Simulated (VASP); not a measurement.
# ScAl2Sb2As (P-3m1) in VASP: further runs

ScAl2Sb2As is run at these levels: PBE; tasks: single point.

Program: VASP 6.6.1. These are calculated values, not measurements. Logs are shortened: lines on timing, memory, paths and dates and some standing lists are left out, and cuts for length are marked.

**1. The cell of the first run**

It takes space group P-3m1 (No. 164, trigonal). Conventional cell: a = 4.384 Å, b = 4.384 Å, c = 7.273 Å, α = 90.00°, β = 90.00°, γ = 120.00°. Within 3.7 Å of Sc (site symmetry -3m) lie 6 Al at 2.80 Å and 6 Sb at 3.02 Å and 2 As at 3.64 Å. Al (site symmetry 3m) has 4 Sb at 2.57 to 2.85 Å and 3 Sc at 2.80 Å within 3.4 Å. Sb (site symmetry 3m) has 4 Al at 2.57 to 2.85 Å and 3 Sc at 3.02 Å and 3 As at 3.21 Å within 3.4 Å. As (site symmetry -3m) has 6 Sb at 3.21 Å and 6 Al at 3.52 Å and 2 Sc at 3.64 Å within 4.2 Å.

**2. Single point, PBE**

Contents of INCAR:

```
ALGO = Normal
EDIFF = 1E-6
ENCUT = 520
GGA = PE
ISIF = 2
ISMEAR = 0
LASPH = T
LCHARG = T
LELF = T
LREAL = F
LVHAR = T
LWAVE = F
NBANDS = 25
NELM = 80
PREC = Accurate
SIGMA = 0.1
```

Contents of KPOINTS:

```
k-points
0
Gamma
  6 6 4
```

Contents of POSCAR:

```
ScAl2Sb2As
1.0
    4.3838942900      0.0000000000      0.0000000000
   -2.1919471500      3.7965638200      0.0000000000
    0.0000000000      0.0000000000      7.2734964800
Sc Al Sb As
1 2 2 1
Direct
    0.0000000000      0.0000000000      0.5000000000
    0.6666666700      0.3333333300      0.6642119900
    0.3333333300      0.6666666700      0.3357880100
    0.6666666700      0.3333333300      0.2723650000
    0.3333333300      0.6666666700      0.7276350000
    0.0000000000      0.0000000000      0.0000000000
```

Potentials or basis: VASP PAW PBE potentials, release 64 (Sc_sv, Al, Sb, As).

Run with:

```
cat potpaw_PBE.64/Sc_sv/POTCAR potpaw_PBE.64/Al/POTCAR potpaw_PBE.64/Sb/POTCAR potpaw_PBE.64/As/POTCAR > POTCAR
mpirun -np 1 vasp_std > vasp.out
```

OUTCAR:

```text
EDIFF = 1E-6
   ENCUT = 520
   GGA = PE
   ISIF = 2
   ISMEAR = 0
   LASPH = T
   LREAL = F
   NELM = 80
   PREC = Accurate

 ion  position               nearest neighbor table
   1  0.000  0.000  0.500-   2 2.80   3 2.80   2 2.80   3 2.80   2 2.80   3 2.80   4 3.02   5 3.02
                             4 3.02   5 3.02   5 3.02   4 3.02
   2  0.667  0.333  0.664-   5 2.57   5 2.57   5 2.57   1 2.80   1 2.80   1 2.80   4 2.85
   3  0.333  0.667  0.336-   4 2.57   4 2.57   4 2.57   1 2.80   1 2.80   1 2.80   5 2.85
   4  0.667  0.333  0.272-   3 2.57   3 2.57   3 2.57   2 2.85   1 3.02   1 3.02   1 3.02   6 3.21
                             6 3.21   6 3.21
   5  0.333  0.667  0.728-   2 2.57   2 2.57   2 2.57   3 2.85   1 3.02   1 3.02   1 3.02   6 3.21
                             6 3.21   6 3.21
   6  0.000  0.000  0.000-   4 3.21   5 3.21   4 3.21   5 3.21   4 3.21   5 3.21

  LATTYP: Found a hexagonal cell.
 ALAT       =     4.3838942900
 C/A-ratio  =     1.6591404808

  Lattice vectors:

 A1 = (   4.3838942900,   0.0000000000,   0.0000000000)
 A2 = (  -2.1919471500,   3.7965638200,   0.0000000000)
 A3 = (   0.0000000000,   0.0000000000,   7.2734964800)

Analysis of symmetry for initial positions (statically):
=====================================================================
 Subroutine PRICEL returns:
 Original cell was already a primitive cell.

 Routine SETGRP: Setting up the symmetry group for a
 hexagonal supercell.

 Subroutine GETGRP returns: Found 12 space group operations
 (whereof 12 operations were pure point group operations)
 out of a pool of 24 trial point group operations.

The static configuration has the point symmetry D_3d.

Analysis of symmetry for dynamics (positions and initial velocities):
=====================================================================
 Subroutine PRICEL returns:
 Original cell was already a primitive cell.

 Routine SETGRP: Setting up the symmetry group for a
 hexagonal supercell.

 Subroutine GETGRP returns: Found 12 space group operations
 (whereof 12 operations were pure point group operations)
 out of a pool of 24 trial point group operations.

The dynamic configuration has the point symmetry D_3d.

 Subroutine INISYM returns: Found 12 space group operations
 (whereof 12 operations are pure point group operations),
 and found     1 'primitive' translations

----------------------------------------------------------------------------------------

                                     Primitive cell

  volume of cell :     121.0581

  direct lattice vectors                    reciprocal lattice vectors
     4.383894290  0.000000000  0.000000000     0.228107690  0.131698037  0.000000000
    -2.191947150  3.796563820  0.000000000     0.000000000  0.263396073  0.000000000
     0.000000000  0.000000000  7.273496480     0.000000000  0.000000000  0.137485459

  length of vectors
     4.383894290  4.383894290  7.273496480     0.263396073  0.263396073  0.137485459

  position of ions in fractional coordinates (direct lattice)
     0.000000000  0.000000000  0.500000000
     0.666666670  0.333333330  0.664211990
     0.333333330  0.666666670  0.335788010
     0.666666670  0.333333330  0.272365000
     0.333333330  0.666666670  0.727635000
     0.000000000  0.000000000  0.000000000

  ion indices of the primitive-cell ions
   primitive index   ion index
                 1           1
                 2           2
                 3           3
                 4           4
                 5           5
                 6           6

----------------------------------------------------------------------------------------

 KPOINTS: k-points

Automatic generation of k-mesh.
 Grid dimensions read from file:
 generate k-points for:    6    6    4

 Generating k-lattice:

  Cartesian coordinates                     Fractional coordinates (reciprocal lattice)
     0.038017948  0.021949673  0.000000000     0.166666667  0.000000000  0.000000000
     0.000000000  0.043899345  0.000000000     0.000000000  0.166666667  0.000000000
     0.000000000  0.000000000  0.034371365     0.000000000  0.000000000  0.250000000

  Length of vectors
     0.043899345  0.043899345  0.034371365

  Shift w.r.t. Gamma in fractional coordinates (k-lattice)
     0.000000000  0.000000000  0.000000000

 Subroutine IBZKPT returns following result:
 ===========================================

 Found     24 irreducible k-points:

 Following reciprocal coordinates:
            Coordinates               Weight
  0.000000  0.000000  0.000000      1.000000
  0.166667 -0.000000  0.000000      6.000000
  0.333333 -0.000000  0.000000      6.000000
  0.500000  0.000000  0.000000      3.000000
  0.166667  0.166667  0.000000      6.000000
  0.333333  0.166667  0.000000     12.000000
[... 16 lines left out ...]
  0.333333  0.166667  0.500000     12.000000
  0.333333  0.333333  0.500000      2.000000
   k-points           NKPTS =     24   k-points in BZ     NKDIM =     24   number of bands    NBANDS=     25
   number of dos      NEDOS =    301   number of ions     NIONS =      6
   total plane-waves  NPLWV =  69984
   dimension x,y,z NGX =    36 NGY =   36 NGZ =   54
   dimension x,y,z NGXF=    72 NGYF=   72 NGZF=  108
   ions per type =               1   2   2   1
   NGX,Y,Z   is equivalent  to a cutoff of  13.65, 13.65, 12.34 a.u.
   NGXF,Y,Z  is equivalent  to a cutoff of  27.30, 27.30, 24.68 a.u.
 SYSTEM =  unknown system
   PREC   = accura    normal or accurate (medium, high low for compatibility)
   ISTART =      0    job   : 0-new  1-cont  2-samecut
   ICHARG =      2    charge: 1-file 2-atom 10-const
   ISPIN  =      1    spin polarized calculation?
   LNONCOLLINEAR =      F non collinear calculations
   LSORBIT =      F    spin-orbit coupling
   LASPH  =      T    aspherical Exc in radial PAW
   ENCUT  =  520.0 eV  38.22 Ry    6.18 a.u.   8.15  8.15 13.52*2*pi/ulx,y,z
   NELM   =     80;   NELMIN=  2; NELMDL= -5     # of ELM steps
   EDIFF  = 0.1E-05   stopping-criterion for ELM
   LREAL  =      F    real-space projection
   EDIFFG = 0.1E-04   stopping-criterion for IOM
   NSW    =      0    number of steps for IOM
   IBRION =     -1    ionic relax: 0-MD 1-quasi-New 2-CG
   NFREE  =      0    steps in history (QN), initial steepest desc. (CG)
   ISIF   =      2    stress and relaxation
   ISYM   =      2    0-nonsym 1-usesym 2-fastsym
   POTIM  = 0.5000    time-step for ionic-motion
   TEBEG  =    0.0;   TEEND  =   0.0 temperature during run
   PSTRESS=    0.0 pullay stress
   NELECT =      32.0000    total number of electrons
   NUPDOWN=      -1.0000    fix difference up-down
   EMIN   =  10.00;   EMAX   =-10.00  energy-range for DOS
   EFERMI =   0.00;   METHOD = LEGACY
   ISMEAR =     0;   SIGMA  =   0.10  broadening in eV -4-tet -1-fermi 0-gaus
   EFERMI_NEDOS =   21; number of points for ismear=-14 and -15
   IALGO  =     38    algorithm
   IMIX   =      4    mixing-type and parameters
     AMIX     =   0.40;   BMIX     =  1.00
     AMIX_MAG =   1.60;   BMIX_MAG =  1.00
  volume/ion in A,a.u.               =      20.18       136.16
  Fermi-wavevector in a.u.,A,eV,Ry     =   1.050655  1.985450 15.019145  1.103876
  Thomas-Fermi vector in A             =   2.185667
   LORBIT       =      0    0 simple, 1 ext, 2 COOP (PROOUT), +10 PAW based schemes
   GGA     = PE    functional components
   LHFCALC =     F    Hartree Fock is set to
   AEXX    =    0.0000 exact exchange contribution
   IVDW    =     0    specifies the selected vdW correction
   LEPSILON=     F    determine dielectric tensor
   LRPA    =     F    only Hartree local field effects (RPA)
 non-spin polarized calculation
 Gauss-broadening in eV      SIGMA  =   0.10
  energy-cutoff  :      520.00
  volume of cell :      121.06
 maximum number of plane-waves:      3282
 NGX is ok and might be reduce to    36
   NGX = 17   NGY = 17   NGZ = 27

 number of electron      32.0000002 magnetization

 Free energy of the ion-electron system (eV)
  ---------------------------------------------------
  ext. energy  EPLUGINS =         0.00000000
  ---------------------------------------------------
  free energy    TOTEN  =       -24.09620169 eV

  energy without entropy =      -24.07937922  energy(sigma->0) =      -24.08779045

 E-fermi :   8.0829     XC(G=0): -10.4047

 val. band max:        8.0806904822   @ k =   0.3333   0.1667   0.5000
 cond. band min:       8.1138354625   @ k =   0.0000   0.1667   0.2500
 fundamental gap:      0.0331449803
 Fermi energy:         8.0829469762

 k-point     1 :       0.0000    0.0000    0.0000
  band No.  band energies     occupation
      1     -41.4310      2.00000
      2     -20.1898      2.00000
      3     -20.1606      2.00000
      4     -20.1606      2.00000
      5      -5.0210      2.00000
      6      -2.9858      2.00000
[... 17 lines left out ...]
     24      10.0641      0.00000
     25      10.0641      0.00000

 k-point     2 :       0.1667   -0.0000    0.0000
  band No.  band energies     occupation
      1     -41.4307      2.00000
      2     -20.1882      2.00000
      3     -20.1682      2.00000
      4     -20.1622      2.00000
      5      -4.7558      2.00000
      6      -2.8253      2.00000
[... 17 lines left out ...]
     24      10.7840      0.00000
     25      10.9844      0.00000

 k-point     3 :       0.3333   -0.0000    0.0000
  band No.  band energies     occupation
      1     -41.4301      2.00000
      2     -20.1853      2.00000
      3     -20.1832      2.00000
      4     -20.1655      2.00000
      5      -4.0096      2.00000
      6      -2.5243      2.00000
[... 17 lines left out ...]
     24      12.2726      0.00000
     25      12.7935      0.00000

 k-point     4 :       0.5000    0.0000    0.0000
  band No.  band energies     occupation
      1     -41.4298      2.00000
      2     -20.1910      2.00000
      3     -20.1834      2.00000
      4     -20.1671      2.00000
      5      -3.0140      2.00000
      6      -2.9899      2.00000
[... 17 lines left out ...]
     24      13.1019      0.00000
     25      13.2257      0.00000

 k-point     5 :       0.1667    0.1667    0.0000
  band No.  band energies     occupation
      1     -41.4302      2.00000
      2     -20.1859      2.00000
      3     -20.1781      2.00000
      4     -20.1661      2.00000
      5      -4.2489      2.00000
      6      -2.5681      2.00000
[... 17 lines left out ...]
     24      11.1451      0.00000
     25      12.2681      0.00000

 k-point     6 :       0.3333    0.1667    0.0000
  band No.  band energies     occupation
      1     -41.4298      2.00000
      2     -20.1869      2.00000
      3     -20.1835      2.00000
      4     -20.1712      2.00000
      5      -3.3525      2.00000
      6      -2.5076      2.00000
[... 17 lines left out ...]
     24      12.0288      0.00000
     25      12.3729      0.00000
[... 393 lines left out ...]
 k-point    21 :       0.5000    0.0000    0.5000
  band No.  band energies     occupation
      1     -41.4298      2.00000
      2     -20.1910      2.00000
      3     -20.1834      2.00000
      4     -20.1671      2.00000
      5      -3.0530      2.00000
      6      -2.6165      2.00000
[... 17 lines left out ...]
     24      11.7298      0.00000
     25      12.2601      0.00000

 k-point    22 :       0.1667    0.1667    0.5000
  band No.  band energies     occupation
      1     -41.4302      2.00000
      2     -20.1859      2.00000
      3     -20.1781      2.00000
      4     -20.1661      2.00000
      5      -3.7716      2.00000
      6      -3.6058      2.00000
[... 17 lines left out ...]
     24      11.0658      0.00000
     25      11.6634      0.00000

 k-point    23 :       0.3333    0.1667    0.5000
  band No.  band energies     occupation
      1     -41.4298      2.00000
      2     -20.1869      2.00000
      3     -20.1835      2.00000
      4     -20.1711      2.00000
      5      -3.0514      2.00000
      6      -2.8821      2.00000
[... 17 lines left out ...]
     24      12.0293      0.00000
     25      12.3332      0.00000

 k-point    24 :       0.3333    0.3333    0.5000
  band No.  band energies     occupation
      1     -41.4296      2.00000
      2     -20.1827      2.00000
      3     -20.1813      2.00000
      4     -20.1813      2.00000
      5      -2.5519      2.00000
      6      -2.5519      2.00000
[... 17 lines left out ...]
     24      12.4741      0.00000
     25      12.8496      0.00000

------------------------ aborting loop because EDIFF is reached ----------------------------------------

  FORCE on cell =-STRESS in cart. coord.  units (eV):
  Direction    XX          YY          ZZ          XY          YZ          ZX
  --------------------------------------------------------------------------------------
  -------------------------------------------------------------------------------------
  Total       15.7627496     15.7627496      6.1173925     -0.0000000      0.0000000     -0.0000000
  in kB      208.6164487    208.6164484     80.9623148     -0.0000003      0.0000000     -0.0000000
  external PRESSURE =     166.0650706 kB  Pullay stress =       0.0000000 kB

 VOLUME and BASIS-vectors are now :
 -----------------------------------------------------------------------------
  energy-cutoff  :      520.00
  volume of cell :      121.06
      direct lattice vectors                 reciprocal lattice vectors
     4.383894290  0.000000000  0.000000000     0.228107690  0.131698037  0.000000000
    -2.191947150  3.796563820  0.000000000     0.000000000  0.263396073  0.000000000
     0.000000000  0.000000000  7.273496480     0.000000000  0.000000000  0.137485459

 POSITION                                       TOTAL-FORCE (eV/Angst)
 -----------------------------------------------------------------------------------
      0.00000      0.00000      3.63675         0.000000      0.000000      0.000000
      2.19195      1.26552      4.83114         0.000000      0.000000      0.528057
     -0.00000      2.53104      2.44235         0.000000     -0.000000     -0.528057
      2.19195      1.26552      1.98105         0.000000      0.000000     -2.248677
     -0.00000      2.53104      5.29245        -0.000000     -0.000000      2.248677
      0.00000      0.00000      0.00000         0.000000      0.000000      0.000000
 -----------------------------------------------------------------------------------
    total drift:                                0.000000      0.000000     -0.000000

  FREE ENERGIE OF THE ION-ELECTRON SYSTEM (eV)
  ---------------------------------------------------
  free  energy   TOTEN  =       -24.0962016861 eV

  energy  without entropy=      -24.0793792177  energy(sigma->0) =      -24.08779045
```

It took 82 s on 1 thread of Intel Xeon Platinum 8488C (Sapphire Rapids), shared host; peak memory 0.3 GiB.

Results:

| Property | Result |
| --- | --- |
| Free energy | -24.0962 eV |
| Pressure | 16.6 GPa |
| Largest force | 2.249 eV/Å |
| Band gap on the k mesh | zero (band 16 reaches 8.70 eV, above the bottom of band 17 at 7.42 eV) |

Forces on the atoms (eV/Å):
```
Sc   0.000  0.000  0.000
Al   0.000  0.000  0.528
Al   0.000  0.000 -0.528
Sb   0.000  0.000 -2.249
Sb   0.000  0.000  2.249
As   0.000  0.000  0.000
```

Stress tensor (GPa, compression positive):
```
20.86  0.00  0.00
 0.00 20.86  0.00
 0.00  0.00  8.10
```

Levels at points of the mesh, in eV from the Fermi level:
```tsv
k point	band 12	band 13	band 14	band 15	band 16	band 17	band 18	band 19	band 20	band 21
(0.00, 0.00, 0.00)	-2.22	-2.22	-1.11	-0.76	-0.76	-0.67	-0.67	0.37	1.21	1.24
(0.50, 0.00, 0.00)	-3.66	-2.51	-1.75	-1.56	-0.61	0.64	0.70	1.18	1.25	2.46
(0.00, 0.00, 0.50)	-2.08	-1.89	-1.57	-1.57	-0.65	-0.53	0.47	0.47	0.96	0.96
(0.50, 0.00, 0.50)	-4.12	-3.20	-2.72	-0.92	-0.21	0.43	0.46	0.66	2.17	2.50
```

Caveat: spin-orbit coupling is left out, which moves the levels of the heavy elements; forces of over 1 eV/Å act on the atoms, so gaps and moduli don't describe the material at rest.

**3. Single point, PBE**

This run uses another cell than the first one, of 21.67 Å³/atom, 1.074 times its volume.

Contents of INCAR:

```
PREC     = Accurate       # precision mode
ENCUT    = 520            # plane-wave cutoff, eV
EDIFF    = 1E-6           # SCF threshold, eV
ISMEAR   = 0              # smearing method
SIGMA    = 0.1            # smearing width, eV
LREAL    = False          # projectors in reciprocal space
LASPH    = True           # aspherical terms in the spheres
NELM     = 100            # most SCF steps
ALGO     = Normal         # electronic algorithm
ISIF     = 2              # what is computed and relaxed
LWAVE    = False          # write WAVECAR
LCHARG   = True           # write CHGCAR
GGA      = PE             # functional
LELF     = True           # ELF
LVHAR    = True         
NBANDS   = 25             # bands
```

Contents of KPOINTS:

```
Automatic mesh
0
Gamma
  6 6 4
```

Contents of POSCAR:

```
ScAl2Sb2As
1.0
    5.1844120505      0.0000000034      0.0000000000
   -2.5922060282      4.4898325377      0.0000000000
    0.0000000000      0.0000000000      5.5864048130
Sc Al Sb As
1 2 2 1
Direct
    0.0000000000      0.0000000000      0.5000000000
    0.6666666667      0.3333333333      0.7796918777
    0.3333333333      0.6666666667      0.2203081223
    0.6666666667      0.3333333333      0.2738966567
    0.3333333333      0.6666666667      0.7261033433
    0.0000000000      0.0000000000      0.0000000000
```

Potentials or basis: VASP PAW PBE potentials, release 64 (Sc_sv, Al, Sb, As).

Run with:

```
cat potpaw_PBE.64/Sc_sv/POTCAR potpaw_PBE.64/Al/POTCAR potpaw_PBE.64/Sb/POTCAR potpaw_PBE.64/As/POTCAR > POTCAR
mpirun -np 1 vasp_std > vasp.out
```

Wall time 85 s (1 thread of Intel Xeon Platinum 8488C (Sapphire Rapids), shared host); peak memory 0.3 GiB.

It converged, with:

```
Free energy            : -27.3092 eV
Pressure               : 0.0 GPa
Largest force          : 0.010 eV/Å
Band gap on the k mesh : zero (band 16 reaches 8.13 eV, above the bottom of band 17 at 6.44 eV)
```

Forces in eV/Å, atoms in the order of the input:
```
Sc   0.000  0.000  0.000
Al   0.000  0.000  0.010
Al   0.000  0.000 -0.010
Sb   0.000  0.000 -0.004
Sb   0.000  0.000  0.004
As   0.000  0.000  0.000
```

Levels at points of the mesh, in eV from the Fermi level:
```
           k point  band 14  band 15  band 16  band 17  band 18  band 19
(0.00, 0.00, 0.00)    -1.37    -0.38    -0.29    -0.21    -0.21    -0.04
(0.50, 0.00, 0.00)    -1.73    -1.71    -0.34     0.33     0.83     1.78
(0.00, 0.00, 0.50)    -2.67    -2.48    -2.48     0.20     0.20     0.46
(0.50, 0.00, 0.50)    -0.40    -0.13     0.29     0.39     1.45     1.52
```

Caveat: spin-orbit coupling is left out, which moves the levels of the heavy elements.
